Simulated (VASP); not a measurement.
Set up this calculation in VASP 6.6.1, as the native input.

```
Task                   : single point
Functional             : BLYP
Potentials or basis    : VASP PAW PBE potentials, release 64 (Sn_d)
Cutoff                 : 520 eV
k mesh                 : 13 × 13 × 13
Occupations            : fermi-dirac, width 0.1 eV
Spin                   : no spin polarisation
Dipole correction      : no
Further INCAR settings : ALGO = Normal; EDIFF = 1e-06; NBANDS = 13
```

The structure of Sn lies in POSCAR:

```
Sn
1.0
   -1.9158554485      1.9158554485      1.9158554485
    1.9158554485     -1.9158554485      1.9158554485
    1.9158554485      1.9158554485     -1.9158554485
Sn
1
Direct
    0.0000000000      0.0000000000      0.0000000000
```

This isn't the form of Sn at room conditions, which is tetragonal (white tin).

These files were run (other wordings do the same):

INCAR

```
SYSTEM = Sn
  PREC = Accurate
  ENCUT = 520
  EDIFF = 1E-6
  ISMEAR = -1
  SIGMA = 0.1
  LREAL = .False.
  LASPH = .True.
  NELM = 100
  ALGO = Normal
  ISIF = 2
  LWAVE = .False.
  LCHARG = .True.
  GGA = B5
  ALDAX = 1.0
  AGGAX = 1.0
  AGGAC = 1.0
  ALDAC = 0.0
  LELF = .True.
  LVHAR = .True.
  NBANDS = 13
```

KPOINTS

```
regular mesh
0
Gamma
  13 13 13
  0 0 0
```

Potentials or basis: VASP PAW PBE potentials, release 64 (Sn_d).

Run with:

```sh
$ cat potpaw_PBE.64/Sn_d/POTCAR > POTCAR
$ mpirun -np 1 vasp_std > vasp.out
```

It gave:

The pressure is 3.7 GPa and the band gap on the k mesh is zero (bands 7 and 8 overlap by 9.53 eV).

Caveat: the cell stands under pressure; the PAW data sets were made with another functional, which shifts forces and pressure a little; spin-orbit coupling is left out, which moves the levels of the heavy elements.

Run time: 35 s on 1 thread of Intel(R) Xeon(R) Platinum 8259CL CPU @ 2.50GHz (Skylake/Cascade Lake) (shared host), peak memory 0.17 GiB.
